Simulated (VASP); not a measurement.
# Sn (Im-3m) in VASP: notebook

Sn is run at these levels: PBE; tasks: single point, relaxation of cell and atoms.

Everything below comes from runs of VASP 6.6.1. Logs are shortened: lines on timing, memory, paths and dates and some standing lists are left out, and cuts for length are marked.

## Step 1: The cell of the first run

It takes space group Im-3m (No. 229, cubic). The conventional cell has a = 3.555 Å, b = 3.555 Å, c = 3.555 Å, α = 90.00°, β = 90.00°, γ = 90.00°. Within 4.1 Å of Sn (site symmetry m-3m) lie 14 Sn at 3.08 to 3.55 Å.

This isn't the form of Sn at room conditions, which is tetragonal (white tin).

## Step 2: Single point, PBE

Contents of INCAR:

```
SYSTEM = Sn
PREC = Accurate
ENCUT = 520
EDIFF = 1E-7
ISMEAR = -1
SIGMA = 0.1
LREAL = .False.
LASPH = .True.
NELM = 100
ALGO = Normal
ISIF = 2
LWAVE = .False.
LCHARG = .True.
GGA = PE
LELF = .True.
LVHAR = .True.
NBANDS = 13
```

Contents of KPOINTS:

```
Automatic mesh
0
Gamma
  15 15 15
  0 0 0
```

Contents of POSCAR:

```
Sn
1.0
   -1.7774498229      1.7774498229      1.7774498229
    1.7774498229     -1.7774498229      1.7774498229
    1.7774498229      1.7774498229     -1.7774498229
Sn
1
Direct
    0.0000000000      0.0000000000      0.0000000000
```

Potentials or basis: VASP PAW PBE potentials, release 64 (Sn_d).

Command:

```sh
$ cat potpaw_PBE.64/Sn_d/POTCAR > POTCAR
$ mpirun -np 1 vasp_std > vasp.out
```

OUTCAR:

```text
SYSTEM = Sn
   PREC = Accurate
   ENCUT = 520
   EDIFF = 1E-7
   ISMEAR = -1
   LREAL = .False.
   LASPH = .True.
   NELM = 100
   ISIF = 2
   GGA = PE

 ion  position               nearest neighbor table
   1  0.000  0.000  0.000-

  LATTYP: Found a body centered cubic cell.
 ALAT       =     3.5548996458

  Lattice vectors:

 A1 = (  -1.7774498229,   1.7774498229,   1.7774498229)
 A2 = (   1.7774498229,  -1.7774498229,   1.7774498229)
 A3 = (   1.7774498229,   1.7774498229,  -1.7774498229)

Analysis of symmetry for initial positions (statically):
=====================================================================
 Subroutine PRICEL returns:
 Original cell was already a primitive cell.

 Routine SETGRP: Setting up the symmetry group for a
 body centered cubic supercell.

 Subroutine GETGRP returns: Found 48 space group operations
 (whereof 48 operations were pure point group operations)
 out of a pool of 48 trial point group operations.

The static configuration has the point symmetry O_h .

Analysis of symmetry for dynamics (positions and initial velocities):
=====================================================================
 Subroutine PRICEL returns:
 Original cell was already a primitive cell.

 Routine SETGRP: Setting up the symmetry group for a
 body centered cubic supercell.

 Subroutine GETGRP returns: Found 48 space group operations
 (whereof 48 operations were pure point group operations)
 out of a pool of 48 trial point group operations.

The dynamic configuration has the point symmetry O_h .

 Subroutine INISYM returns: Found 48 space group operations
 (whereof 48 operations are pure point group operations),
 and found     1 'primitive' translations

----------------------------------------------------------------------------------------

                                     Primitive cell

  volume of cell :      22.4622

  direct lattice vectors                    reciprocal lattice vectors
    -1.777449823  1.777449823  1.777449823     0.000000000  0.281301893  0.281301893
     1.777449823 -1.777449823  1.777449823     0.281301893  0.000000000  0.281301893
     1.777449823  1.777449823 -1.777449823     0.281301893  0.281301893  0.000000000

  length of vectors
     3.078633401  3.078633401  3.078633401     0.397820952  0.397820952  0.397820952

  position of ions in fractional coordinates (direct lattice)
     0.000000000  0.000000000  0.000000000

  ion indices of the primitive-cell ions
   primitive index   ion index
                 1           1

----------------------------------------------------------------------------------------

 KPOINTS: Automatic mesh

Automatic generation of k-mesh.
 Grid dimensions read from file:
 generate k-points for:   15   15   15

 Generating k-lattice:

  Cartesian coordinates                     Fractional coordinates (reciprocal lattice)
     0.000000000  0.018753460  0.018753460     0.066666667  0.000000000  0.000000000
     0.018753460  0.000000000  0.018753460     0.000000000  0.066666667  0.000000000
     0.018753460  0.018753460  0.000000000     0.000000000  0.000000000  0.066666667

  Length of vectors
     0.026521397  0.026521397  0.026521397

  Shift w.r.t. Gamma in fractional coordinates (k-lattice)
     0.000000000  0.000000000  0.000000000

 Subroutine IBZKPT returns following result:
 ===========================================

 Found    120 irreducible k-points:

 Following reciprocal coordinates:
            Coordinates               Weight
  0.000000  0.000000  0.000000      1.000000
  0.066667  0.000000  0.000000     12.000000
  0.133333  0.000000  0.000000     12.000000
  0.200000  0.000000  0.000000     12.000000
  0.266667  0.000000  0.000000     12.000000
  0.333333  0.000000  0.000000     12.000000
[... 16 lines left out ...]
  0.333333  0.200000 -0.000000     48.000000
  0.400000  0.200000  0.000000     24.000000
 [... further k-points ...]
   k-points           NKPTS =    120   k-points in BZ     NKDIM =    120   number of bands    NBANDS=     13
   number of dos      NEDOS =    301   number of ions     NIONS =      1
   total plane-waves  NPLWV =  13824
   dimension x,y,z NGX =    24 NGY =   24 NGZ =   24
   dimension x,y,z NGXF=    48 NGYF=   48 NGZF=   48
   ions per type =               1
   NGX,Y,Z   is equivalent  to a cutoff of  12.96, 12.96, 12.96 a.u.
   NGXF,Y,Z  is equivalent  to a cutoff of  25.92, 25.92, 25.92 a.u.
 SYSTEM =  Sn
   PREC   = accura    normal or accurate (medium, high low for compatibility)
   ISTART =      0    job   : 0-new  1-cont  2-samecut
   ICHARG =      2    charge: 1-file 2-atom 10-const
   ISPIN  =      1    spin polarized calculation?
   LNONCOLLINEAR =      F non collinear calculations
   LSORBIT =      F    spin-orbit coupling
   LASPH  =      T    aspherical Exc in radial PAW
   ENCUT  =  520.0 eV  38.22 Ry    6.18 a.u.   5.72  5.72  5.72*2*pi/ulx,y,z
   NELM   =    100;   NELMIN=  2; NELMDL= -5     # of ELM steps
   EDIFF  = 0.1E-06   stopping-criterion for ELM
   LREAL  =      F    real-space projection
   EDIFFG = 0.1E-05   stopping-criterion for IOM
   NSW    =      0    number of steps for IOM
   IBRION =     -1    ionic relax: 0-MD 1-quasi-New 2-CG
   NFREE  =      0    steps in history (QN), initial steepest desc. (CG)
   ISIF   =      2    stress and relaxation
   ISYM   =      2    0-nonsym 1-usesym 2-fastsym
   POTIM  = 0.5000    time-step for ionic-motion
   TEBEG  =    0.0;   TEEND  =   0.0 temperature during run
   PSTRESS=    0.0 pullay stress
   NELECT =      14.0000    total number of electrons
   NUPDOWN=      -1.0000    fix difference up-down
   EMIN   =  10.00;   EMAX   =-10.00  energy-range for DOS
   EFERMI =   0.00;   METHOD = LEGACY
   ISMEAR =    -1;   SIGMA  =   0.10  broadening in eV -4-tet -1-fermi 0-gaus
   EFERMI_NEDOS =   21; number of points for ismear=-14 and -15
   IALGO  =     38    algorithm
   IMIX   =      4    mixing-type and parameters
     AMIX     =   0.40;   BMIX     =  1.00
     AMIX_MAG =   1.60;   BMIX_MAG =  1.00
  volume/ion in A,a.u.               =      22.46       151.58
  Fermi-wavevector in a.u.,A,eV,Ry     =   1.398407  2.642605 26.606755  1.955541
  Thomas-Fermi vector in A             =   2.521568
   LORBIT       =      0    0 simple, 1 ext, 2 COOP (PROOUT), +10 PAW based schemes
   GGA     = PE    functional components
   LHFCALC =     F    Hartree Fock is set to
   AEXX    =    0.0000 exact exchange contribution
   IVDW    =     0    specifies the selected vdW correction
   LEPSILON=     F    determine dielectric tensor
   LRPA    =     F    only Hartree local field effects (RPA)
 non-spin polarized calculation
  energy-cutoff  :      520.00
  volume of cell :       22.46
 maximum number of plane-waves:       618
   NGX = 11   NGY = 11   NGZ = 11

 number of electron      13.9999992 magnetization

 Free energy of the ion-electron system (eV)
  ---------------------------------------------------
  ext. energy  EPLUGINS =         0.00000000
  ---------------------------------------------------
  free energy    TOTEN  =        -3.57265384 eV

  energy without entropy =       -3.55776331  energy(sigma->0) =       -3.56520857

 E-fermi :  10.5922     XC(G=0): -11.2954

 val. band max:       10.5232734870   @ k =  -0.3333   0.3333   0.2000
 cond. band min:      10.6211637815   @ k =  -0.3333   0.4667   0.1333
 fundamental gap:      0.0978902944
 Fermi energy:        10.5921619147

 k-point     1 :       0.0000    0.0000    0.0000
  band No.  band energies     occupation
      1     -11.1169      2.00000
      2     -11.1169      2.00000
      3     -11.1169      2.00000
      4     -10.8745      2.00000
      5     -10.8745      2.00000
      6      -1.9943      2.00000
      7      20.5492      0.00000
      8      20.5492      0.00000
      9      20.5492      0.00000
     10      23.0788      0.00000
     11      23.0788      0.00000
     12      23.0788      0.00000
     13      24.9009      0.00000

 k-point     2 :       0.0667    0.0000    0.0000
  band No.  band energies     occupation
      1     -11.1207      2.00000
      2     -11.1123      2.00000
      3     -11.1007      2.00000
      4     -10.8787      2.00000
      5     -10.8748      2.00000
      6      -1.8809      2.00000
      7      19.4167      0.00000
      8      19.9877      0.00000
      9      20.3114      0.00000
     10      22.2739      0.00000
     11      22.5660      0.00000
     12      22.9342      0.00000
     13      25.4326      0.00000

 k-point     3 :       0.1333    0.0000    0.0000
  band No.  band energies     occupation
      1     -11.1314      2.00000
      2     -11.1005      2.00000
      3     -11.0544      2.00000
      4     -10.8896      2.00000
      5     -10.8758      2.00000
      6      -1.5392      2.00000
      7      17.0296      0.00000
      8      18.8600      0.00000
      9      19.6464      0.00000
     10      21.5399      0.00000
     11      21.7639      0.00000
     12      22.9963      0.00000
     13      25.8354      0.00000
[... 305 lines left out ...]
 k-point    23 :       0.3333    0.2000   -0.0000
  band No.  band energies     occupation
      1     -11.1609      2.00000
      2     -11.0496      2.00000
      3     -10.9098      2.00000
      4     -10.8937      2.00000
      5     -10.7915      2.00000
      6       3.5691      2.00000
      7       7.2363      2.00000
      8      10.8037      0.21522
      9      15.5623      0.00000
     10      21.5272      0.00000
     11      24.1508      0.00000
     12      25.9082      0.00000
     13      26.8955      0.00000

 k-point    24 :       0.4000    0.2000    0.0000
  band No.  band energies     occupation
      1     -11.1626      2.00000
      2     -11.0479      2.00000
      3     -10.9121      2.00000
      4     -10.8870      2.00000
      5     -10.7864      2.00000
      6       4.6095      2.00000
      7       6.0070      2.00000
      8      10.6584      0.68043
      9      15.4578      0.00000
     10      21.4534      0.00000
     11      25.3076      0.00000
     12      25.4754      0.00000
     13      25.9828      0.00000

 [... further k-points ...]
[... 5 lines left out ...]
  --------------------------------------------------------------------------------------
  -------------------------------------------------------------------------------------
  Total        2.2383705      2.2383705      2.2383705     -0.0000000      0.0000000      0.0000000
  in kB      159.6579404    159.6579404    159.6579404     -0.0000000      0.0000000      0.0000000
  external PRESSURE =     159.6579404 kB  Pullay stress =       0.0000000 kB

 VOLUME and BASIS-vectors are now :
 -----------------------------------------------------------------------------
  energy-cutoff  :      520.00
  volume of cell :       22.46
      direct lattice vectors                 reciprocal lattice vectors
    -1.777449823  1.777449823  1.777449823     0.000000000  0.281301893  0.281301893
     1.777449823 -1.777449823  1.777449823     0.281301893  0.000000000  0.281301893
     1.777449823  1.777449823 -1.777449823     0.281301893  0.281301893  0.000000000

 POSITION                                       TOTAL-FORCE (eV/Angst)
 -----------------------------------------------------------------------------------
      0.00000      0.00000      0.00000         0.000000     -0.000000      0.000000
 -----------------------------------------------------------------------------------
    total drift:                               -0.000000      0.000000      0.000000

  FREE ENERGIE OF THE ION-ELECTRON SYSTEM (eV)
  ---------------------------------------------------
  free  energy   TOTEN  =        -3.5726538377 eV

  energy  without entropy=       -3.5577633106  energy(sigma->0) =       -3.56520857
```

Wall time 26 s (1 thread of Intel Xeon 8259CL, shared host); peak memory 0.16 GiB.

What came out:

* Free energy: -3.5727 eV
* Pressure: 16.0 GPa
* Band gap on the k mesh: zero (bands 7 and 8 overlap by 13.06 eV)

Levels at points of the mesh, in eV from the Fermi level:
```csv
k point,band 4,band 5,band 6,band 7,band 8,band 9,band 10,band 11
"(0.00, 0.00, 0.00)",-21.47,-21.47,-12.59,9.96,9.96,9.96,12.49,12.49
```

Caveat: the cell stands under pressure; spin-orbit coupling is left out, which moves the levels of the heavy elements.

(Part 1 of 2 ends here.)
